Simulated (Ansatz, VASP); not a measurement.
# One calculation of Rh, two programs

File INCAR:

```
PREC     = Accurate       # precision mode
ENCUT    = 520            # plane-wave cutoff, eV
EDIFF    = 1E-7           # SCF threshold, eV
ISMEAR   = 0              # smearing method
SIGMA    = 0.15           # smearing width, eV
LREAL    = F              # projectors in reciprocal space
LASPH    = T              # aspherical terms in the spheres
NELM     = 60             # most SCF steps
ALGO     = Fast           # electronic algorithm
ISIF     = 2              # what is computed and relaxed
LWAVE    = F              # write WAVECAR
LCHARG   = F              # write CHGCAR
GGA      = PE             # functional
NBANDS   = 14             # bands
```

File KPOINTS:

```
regular mesh
0
Gamma
  26 26 26
```

File POSCAR:

```
Rh
1.0
    0.0000000000      1.9149654119      1.9628395472
    1.9149654119      0.0000000000      1.9628395472
    1.9149654119      1.9149654119      0.0000000000
Rh
1
Direct
    0.0000000000      0.0000000000      0.0000000000
```

Input for Ansatz:

```yaml
crystal:
  lattice:
    - [0.0, 1.9149654119, 1.9628395472]
    - [1.9149654119, 0.0, 1.9628395472]
    - [1.9149654119, 1.9149654119, 0.0]
  atoms:
    - { symbol: Rh, position: [0.0, 0.0, 0.0] }
basis:
  ecutwfc: 420
kpoints:
  mp_grid: { grid: [26, 26, 26] }
hamiltonian:
  xc: pbe
scf:
  occupations: { method: gaussian, width: 0.15 }
output:
  forces: true
  stress: true
  eigenvalues: true
```

Change from the starting cell: strain +0.000 along x and y, +0.025 along z, atoms carried along.

Alike in both runs: task single point; functional PBE; k mesh 26 × 26 × 26; occupations gaussian, width 0.15 eV; no spin polarisation.

|  | VASP | Ansatz |
| --- | --- | --- |
| version | VASP 6.6.1 | Ansatz 0.2.0 |
| potentials or method | VASP PAW PBE potentials, release 64 (Rh_pv), cutoff 520 eV | scalar-relativistic, plane waves, PAW |
| valence electrons in the cell | 15 | 17 |

|  | VASP | Ansatz | Ansatz less VASP |
| --- | --- | --- | --- |
| gap on the k mesh at the Fermi level (eV) | none | none | - |
| pressure (GPa) | -5.7 | -5.8 | -0.05 |
| traceless stress, the component that is largest in VASP (GPa) | -3.58 | -3.59 | -0.013 |

A gap of «none» marks a metal or a gap that the smearing closes. VASP's potentials hold 15 valence electrons a cell and Ansatz's 17, so a difference there can come from the potentials and not from the codes.
